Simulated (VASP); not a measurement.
# Cd (P6_3/mmc) in VASP: notebook

Cd is run at these levels: PBE; tasks: single point, relaxation of cell and atoms.

Everything below comes from runs of VASP 6.6.1. Logs are shortened: lines on timing, memory, paths and dates and some standing lists are left out, and cuts for length are marked.

## (1) The cell of the first run

The structure is hexagonal, space group P6_3/mmc (No. 194). The conventional cell has a = 3.012 Å, b = 3.012 Å, c = 5.828 Å, α = 90.00°, β = 90.00°, γ = 120.00°. Within 4.0 Å of Cd (site symmetry -6m2) lie 12 Cd at 3.01 to 3.39 Å.

## (2) Single point, PBE

INCAR reads:

```
SYSTEM = Cd
  ALGO = Normal
  EDIFF = 1E-6
  ENCUT = 520
  GGA = PE
  ISIF = 2
  ISMEAR = 0
  LASPH = .TRUE.
  LCHARG = .FALSE.
  LREAL = .FALSE.
  LWAVE = .FALSE.
  NBANDS = 19
  NELM = 100
  PREC = Accurate
  SIGMA = 0.1
```

KPOINTS reads:

```
k-points
0
G
  15 15 8
  0 0 0
```

POSCAR reads:

```
Cd
1.0
    3.0120565642      0.0000000000      0.0000000000
   -1.5060282821      2.6085175022      0.0000000000
    0.0000000000      0.0000000000      5.8281273911
Cd
2
Direct
    0.3333333333      0.6666666667      0.7500000000
    0.6666666667      0.3333333333      0.2500000000
```

Potentials or basis: VASP PAW PBE potentials, release 64 (Cd).

On the command line:

```
> cat potpaw_PBE.64/Cd/POTCAR > POTCAR
> mpirun -np 1 vasp_std > vasp.out
```

OUTCAR:

```text
SYSTEM = Cd
   EDIFF = 1E-6
   ENCUT = 520
   GGA = PE
   ISIF = 2
   ISMEAR = 0
   LASPH = .TRUE.
   LREAL = .FALSE.
   NELM = 100
   PREC = Accurate

 ion  position               nearest neighbor table
   1  0.333  0.667  0.750-   2 3.39   2 3.39   2 3.39   2 3.39   2 3.39   2 3.39
   2  0.667  0.333  0.250-   1 3.39   1 3.39   1 3.39   1 3.39   1 3.39   1 3.39

  LATTYP: Found a hexagonal cell.
 ALAT       =     3.0120565642
 C/A-ratio  =     1.9349329161

  Lattice vectors:

 A1 = (   3.0120565642,   0.0000000000,   0.0000000000)
 A2 = (  -1.5060282821,   2.6085175022,   0.0000000000)
 A3 = (   0.0000000000,   0.0000000000,   5.8281273911)

Analysis of symmetry for initial positions (statically):
=====================================================================
 Subroutine PRICEL returns:
 Original cell was already a primitive cell.

 Routine SETGRP: Setting up the symmetry group for a
 hexagonal supercell.

 Subroutine GETGRP returns: Found 24 space group operations
 (whereof 12 operations were pure point group operations)
 out of a pool of 24 trial point group operations.

The static configuration has the point symmetry D_3d.
 The point group associated with its full space group is D_6h.

Analysis of symmetry for dynamics (positions and initial velocities):
=====================================================================
 Subroutine PRICEL returns:
 Original cell was already a primitive cell.

 Routine SETGRP: Setting up the symmetry group for a
 hexagonal supercell.

 Subroutine GETGRP returns: Found 24 space group operations
 (whereof 12 operations were pure point group operations)
 out of a pool of 24 trial point group operations.

The dynamic configuration has the point symmetry D_3d.
 The point group associated with its full space group is D_6h.

 Subroutine INISYM returns: Found 24 space group operations
 (whereof 12 operations are pure point group operations),
 and found     1 'primitive' translations

----------------------------------------------------------------------------------------

                                     Primitive cell

  volume of cell :      45.7916

  direct lattice vectors                    reciprocal lattice vectors
     3.012056564  0.000000000  0.000000000     0.331999077  0.191679757  0.000000000
    -1.506028282  2.608517502  0.000000000     0.000000000  0.383359513  0.000000000
     0.000000000  0.000000000  5.828127391     0.000000000  0.000000000  0.171581699

  length of vectors
     3.012056564  3.012056564  5.828127391     0.383359513  0.383359513  0.171581699

  position of ions in fractional coordinates (direct lattice)
     0.333333333  0.666666667  0.750000000
     0.666666667  0.333333333  0.250000000

  ion indices of the primitive-cell ions
   primitive index   ion index
                 1           1
                 2           2

----------------------------------------------------------------------------------------

 KPOINTS: k-points

Automatic generation of k-mesh.
 Grid dimensions read from file:
 generate k-points for:   15   15    8

 Generating k-lattice:

  Cartesian coordinates                     Fractional coordinates (reciprocal lattice)
     0.022133272  0.012778650  0.000000000     0.066666667  0.000000000  0.000000000
     0.000000000  0.025557301  0.000000000     0.000000000  0.066666667  0.000000000
     0.000000000  0.000000000  0.021447712     0.000000000  0.000000000  0.125000000

  Length of vectors
     0.025557301  0.025557301  0.021447712

  Shift w.r.t. Gamma in fractional coordinates (k-lattice)
     0.000000000  0.000000000  0.000000000

 Subroutine IBZKPT returns following result:
 ===========================================

 Found    135 irreducible k-points:

 Following reciprocal coordinates:
            Coordinates               Weight
  0.000000  0.000000  0.000000      1.000000
  0.066667  0.000000  0.000000      6.000000
  0.133333 -0.000000  0.000000      6.000000
  0.200000 -0.000000  0.000000      6.000000
  0.266667 -0.000000  0.000000      6.000000
  0.333333  0.000000  0.000000      6.000000
[... 16 lines left out ...]
  0.333333  0.200000  0.000000     12.000000
  0.400000  0.200000  0.000000      6.000000
 [... further k-points ...]
   k-points           NKPTS =    135   k-points in BZ     NKDIM =    135   number of bands    NBANDS=     19
   number of dos      NEDOS =    301   number of ions     NIONS =      2
   total plane-waves  NPLWV =  27648
   dimension x,y,z NGX =    24 NGY =   24 NGZ =   48
   dimension x,y,z NGXF=    48 NGYF=   48 NGZF=   96
   ions per type =               2
   NGX,Y,Z   is equivalent  to a cutoff of  13.25, 13.25, 13.69 a.u.
   NGXF,Y,Z  is equivalent  to a cutoff of  26.49, 26.49, 27.38 a.u.
 SYSTEM =  Cd
   PREC   = accura    normal or accurate (medium, high low for compatibility)
   ISTART =      0    job   : 0-new  1-cont  2-samecut
   ICHARG =      2    charge: 1-file 2-atom 10-const
   ISPIN  =      1    spin polarized calculation?
   LNONCOLLINEAR =      F non collinear calculations
   LSORBIT =      F    spin-orbit coupling
   LASPH  =      T    aspherical Exc in radial PAW
   ENCUT  =  520.0 eV  38.22 Ry    6.18 a.u.   5.60  5.60 10.84*2*pi/ulx,y,z
   NELM   =    100;   NELMIN=  2; NELMDL= -5     # of ELM steps
   EDIFF  = 0.1E-05   stopping-criterion for ELM
   LREAL  =      F    real-space projection
   EDIFFG = 0.1E-04   stopping-criterion for IOM
   NSW    =      0    number of steps for IOM
   IBRION =     -1    ionic relax: 0-MD 1-quasi-New 2-CG
   NFREE  =      0    steps in history (QN), initial steepest desc. (CG)
   ISIF   =      2    stress and relaxation
   ISYM   =      2    0-nonsym 1-usesym 2-fastsym
   POTIM  = 0.5000    time-step for ionic-motion
   TEBEG  =    0.0;   TEEND  =   0.0 temperature during run
   PSTRESS=    0.0 pullay stress
   NELECT =      24.0000    total number of electrons
   NUPDOWN=      -1.0000    fix difference up-down
   EMIN   =  10.00;   EMAX   =-10.00  energy-range for DOS
   EFERMI =   0.00;   METHOD = LEGACY
   ISMEAR =     0;   SIGMA  =   0.10  broadening in eV -4-tet -1-fermi 0-gaus
   EFERMI_NEDOS =   21; number of points for ismear=-14 and -15
   IALGO  =     38    algorithm
   IMIX   =      4    mixing-type and parameters
     AMIX     =   0.40;   BMIX     =  1.00
     AMIX_MAG =   1.60;   BMIX_MAG =  1.00
  volume/ion in A,a.u.               =      22.90       154.51
  Fermi-wavevector in a.u.,A,eV,Ry     =   1.319927  2.494301 23.704172  1.742208
  Thomas-Fermi vector in A             =   2.449790
   LORBIT       =      0    0 simple, 1 ext, 2 COOP (PROOUT), +10 PAW based schemes
   GGA     = PE    functional components
   LHFCALC =     F    Hartree Fock is set to
   AEXX    =    0.0000 exact exchange contribution
   IVDW    =     0    specifies the selected vdW correction
   LEPSILON=     F    determine dielectric tensor
   LRPA    =     F    only Hartree local field effects (RPA)
 non-spin polarized calculation
 Gauss-broadening in eV      SIGMA  =   0.10
  energy-cutoff  :      520.00
  volume of cell :       45.79
 maximum number of plane-waves:      1270
 NGX is ok and might be reduce to    24
   NGX = 11   NGY = 11   NGZ = 21

 number of electron      23.9999992 magnetization

 Free energy of the ion-electron system (eV)
  ---------------------------------------------------
  ext. energy  EPLUGINS =         0.00000000
  ---------------------------------------------------
  free energy    TOTEN  =        -1.49670528 eV

  energy without entropy =       -1.49457634  energy(sigma->0) =       -1.49564081

 E-fermi :   2.5545     XC(G=0): -10.7178

 val. band max:        2.4895524187   @ k =   0.3333   0.2000   0.2500
 cond. band min:       2.5810881943   @ k =   0.2667   0.0667   0.0000
 fundamental gap:      0.0915357756
 Fermi energy:         2.5544892422

 k-point     1 :       0.0000    0.0000    0.0000
  band No.  band energies     occupation
      1      -7.1318      2.00000
      2      -6.9327      2.00000
      3      -6.5760      2.00000
      4      -6.5760      2.00000
      5      -6.5373      2.00000
      6      -6.5373      2.00000
[... 11 lines left out ...]
     18      17.2373      0.00000
     19      18.1314      0.00000

 k-point     2 :       0.0667    0.0000    0.0000
  band No.  band energies     occupation
      1      -7.0886      2.00000
      2      -6.8946      2.00000
      3      -6.5913      2.00000
      4      -6.5520      2.00000
      5      -6.5376      2.00000
      6      -6.5000      2.00000
[... 11 lines left out ...]
     18      16.7724      0.00000
     19      18.4734      0.00000

 k-point     3 :       0.1333   -0.0000    0.0000
  band No.  band energies     occupation
      1      -6.9910      2.00000
      2      -6.8169      2.00000
      3      -6.6303      2.00000
      4      -6.5650      2.00000
      5      -6.4276      2.00000
      6      -6.3933      2.00000
[... 11 lines left out ...]
     18      16.2988      0.00000
     19      17.4765      0.00000

 k-point     4 :       0.2000   -0.0000    0.0000
  band No.  band energies     occupation
      1      -6.9653      2.00000
      2      -6.7825      2.00000
      3      -6.6356      2.00000
      4      -6.4776      2.00000
      5      -6.3702      2.00000
      6      -6.2611      2.00000
[... 407 lines left out ...]
     18      11.0261      0.00000
     19      12.3636      0.00000

 k-point    23 :       0.3333    0.2000    0.0000
  band No.  band energies     occupation
      1      -6.9060      2.00000
      2      -6.8235      2.00000
      3      -6.7447      2.00000
      4      -6.5160      2.00000
      5      -6.3917      2.00000
      6      -6.3067      2.00000
[... 11 lines left out ...]
     18      10.6391      0.00000
     19      12.0667      0.00000

 k-point    24 :       0.4000    0.2000    0.0000
  band No.  band energies     occupation
      1      -6.9225      2.00000
      2      -6.8426      2.00000
      3      -6.7506      2.00000
      4      -6.4956      2.00000
      5      -6.4387      2.00000
      6      -6.2454      2.00000
[... 11 lines left out ...]
     18      10.5081      0.00000
     19      11.9735      0.00000

 [... further k-points ...]

------------------------ aborting loop because EDIFF is reached ----------------------------------------

  FORCE on cell =-STRESS in cart. coord.  units (eV):
  Direction    XX          YY          ZZ          XY          YZ          ZX
  --------------------------------------------------------------------------------------
  -------------------------------------------------------------------------------------
  Total        0.1025467      0.1025467      0.0453944      0.0000000      0.0000000      0.0000000
  in kB        3.5879508      3.5879508      1.5882793      0.0000000      0.0000000      0.0000000
  external PRESSURE =       2.9213936 kB  Pullay stress =       0.0000000 kB

 VOLUME and BASIS-vectors are now :
 -----------------------------------------------------------------------------
  energy-cutoff  :      520.00
  volume of cell :       45.79
      direct lattice vectors                 reciprocal lattice vectors
     3.012056564  0.000000000  0.000000000     0.331999077  0.191679757  0.000000000
    -1.506028282  2.608517502  0.000000000     0.000000000  0.383359513  0.000000000
     0.000000000  0.000000000  5.828127391     0.000000000  0.000000000  0.171581699

 POSITION                                       TOTAL-FORCE (eV/Angst)
 -----------------------------------------------------------------------------------
     -0.00000      1.73901      4.37110        -0.000000      0.000000      0.000000
      1.50603      0.86951      1.45703         0.000000     -0.000000     -0.000000
 -----------------------------------------------------------------------------------
    total drift:                               -0.000000      0.000000      0.000000

  FREE ENERGIE OF THE ION-ELECTRON SYSTEM (eV)
  ---------------------------------------------------
  free  energy   TOTEN  =        -1.4967052766 eV

  energy  without entropy=       -1.4945763435  energy(sigma->0) =       -1.49564081
```

Wall time 1.7 min (1 thread of Oxide Virtual Turin-like, shared host); peak memory 0.2 GiB.

Results:

```
Free energy            : -1.4967 eV
Pressure               : 0.3 GPa
Band gap on the k mesh : zero (bands 12 and 13 overlap by 4.15 eV)
```

## (3) Relaxation of cell and atoms, PBE

This run uses another cell than the first one, of 21.88 Å³/atom.

INCAR reads:

```
  PREC = Accurate
  ENCUT = 600
  EDIFF = 1E-6
  ISMEAR = 0
  SIGMA = 0.1
  LREAL = F
  LASPH = T
  NELM = 80
  ALGO = Fast
  ISIF = 3
  LWAVE = F
  LCHARG = F
  GGA = PE
  IBRION = 2
  NSW = 100
  EDIFFG = -0.005
```

KPOINTS reads:

```
regular mesh
0
Gamma
  15 15 8
```

POSCAR reads:

```
Cd
1.0
    3.1122758736      0.0000000000      0.0000000000
   -1.5561379368      2.6953099701      0.0000000000
    0.0000000000      0.0000000000      5.2174573979
Cd
2
Direct
    0.3333333333      0.6666666667      0.7500000000
    0.6666666667      0.3333333333      0.2500000000
```

Potentials or basis: VASP PAW PBE potentials, release 64 (Cd).

On the command line:

```
> cat potpaw_PBE.64/Cd/POTCAR > POTCAR
> mpirun -np 1 vasp_std > vasp.out
```

It took 29 min on 1 thread of Oxide Virtual Turin-like, shared host; peak memory 0.23 GiB.

Results (log left out):

- Free energy: -1.4956 eV
- Relaxed volume: 22.97 Å³/atom
- Relaxed cell: a = 3.017 Å, b = 3.017 Å, c = 5.827 Å, α = 90.00°, β = 90.00°, γ = 120.00°
- Space group after relaxing (to 0.1 Å): P6_3/mmc (No. 194)
- Energy gained by relaxing: 19.0 meV/atom
- Ionic steps: 38
- Pressure after relaxing: 0.0 GPa
- Band gap on the k mesh: zero (bands 12 and 13 overlap by 4.13 eV)

Step by step:
```csv
step,energy change (eV),largest force (eV/Å),pressure (GPa),volume (Å³)
1,0.0000,0.0000,1.78,43.77
2,-0.0091,0.0000,0.20,45.33
3,-0.0092,0.0000,0.02,45.60
4,-0.0092,0.0000,-0.10,45.64
5,-0.0092,0.0000,0.00,45.54
6,-0.0092,0.0000,-0.02,45.52
7,-0.0092,0.0000,-0.01,45.49
8,-0.0092,0.0000,0.09,45.43
9,-0.0092,0.0000,0.04,45.46
10,-0.0092,0.0000,0.04,45.47
11,-0.0092,0.0000,0.03,45.48
12,-0.0093,0.0000,0.04,45.48
13,-0.0094,0.0000,0.04,45.47
14,-0.0095,0.0000,0.06,45.45
15,-0.0113,0.0000,0.12,45.40
16,-0.0222,0.0000,0.24,45.28
17,-0.0347,0.0000,0.87,44.96
18,-0.0348,0.0000,1.04,44.90
19,-0.0348,0.0000,1.00,44.90
20,-0.0348,0.0000,1.00,44.90
21,-0.0348,0.0000,1.01,44.90
22,-0.0348,0.0000,1.02,44.91
23,-0.0348,0.0000,1.03,44.91
24,-0.0348,0.0000,1.06,44.91
25,-0.0348,0.0000,1.02,44.92
26,-0.0349,0.0000,1.01,44.93
27,-0.0351,0.0000,0.97,44.96
28,-0.0355,0.0000,0.90,45.02
29,-0.0361,0.0000,0.77,45.15
30,-0.0370,0.0000,0.58,45.39
31,-0.0377,0.0000,-0.02,45.88
32,-0.0377,0.0000,-0.02,45.85
33,-0.0377,0.0000,0.18,45.69
34,-0.0377,0.0000,0.06,45.82
35,-0.0378,0.0000,0.04,45.83
36,-0.0378,0.0000,0.03,45.85
37,-0.0380,0.0000,0.01,45.88
38,-0.0381,0.0000,-0.01,45.94
```

Final structure:
```cif
data_structure
_symmetry_space_group_name_H-M 'P 1'
_symmetry_Int_Tables_number 1
_cell_length_a 3.0172
_cell_length_b 3.0172
_cell_length_c 5.8272
_cell_angle_alpha 90.000
_cell_angle_beta 90.000
_cell_angle_gamma 120.000
_cell_volume 45.94
loop_
_atom_site_label
_atom_site_type_symbol
_atom_site_fract_x
_atom_site_fract_y
_atom_site_fract_z
_atom_site_occupancy
Cd1 Cd 0.33333 0.66667 0.75000 1
Cd2 Cd 0.66667 0.33333 0.25000 1
```

Levels at points of the mesh, in eV from the Fermi level:
```tsv
k point	band 8	band 9	band 10	band 11	band 12	band 13	band 14	band 15	band 16
(0.00, 0.00, 0.00)	-8.63	-8.43	-8.43	-8.43	-3.30	-2.83	9.61	13.72	14.41
(0.00, 0.00, 0.50)	-8.52	-8.52	-8.52	-7.06	-7.06	3.20	3.20	14.72	14.72
```

The gap in the log of VASP goes by the Fermi energy; the results here count the filled bands.